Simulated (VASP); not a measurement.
Here is a VASP 6.6.1 calculation.

The input INCAR:

```
SYSTEM = SrO
PREC = Accurate
ENCUT = 520
EDIFF = 1E-6
ISMEAR = 0
SIGMA = 0.01
LREAL = .False.
LASPH = .True.
NELM = 80
ALGO = Normal
ISIF = 2
LWAVE = .False.
LCHARG = .False.
GGA = PE
NBANDS = 15
```

KPOINTS

```
regular mesh
0
Gamma
  8 8 8
  0 0 0
```

File POSCAR:

```
SrO
1.0
    0.0000000000      2.7922805133      2.7922805133
    2.7922805133      0.0000000000      2.7922805133
    2.7922805133      2.7922805133      0.0000000000
Sr O
1 1
Direct
    0.0000000000      0.0000000000      0.0000000000
    0.2500000000      0.2500000000      0.2500000000
```

Potentials or basis: VASP PAW PBE potentials, release 64 (Sr_sv, O).

Run with:

```sh
$ cat potpaw_PBE.64/Sr_sv/POTCAR potpaw_PBE.64/O/POTCAR > POTCAR
$ mpirun -np 1 vasp_std > vasp.out
```

(1) Predict the band gap on the k mesh.

(2) Estimate the pressure.

## Answers

(1) 2.52 eV, indirect (least direct gap 3.37 eV).

(2) 1.4 GPa.
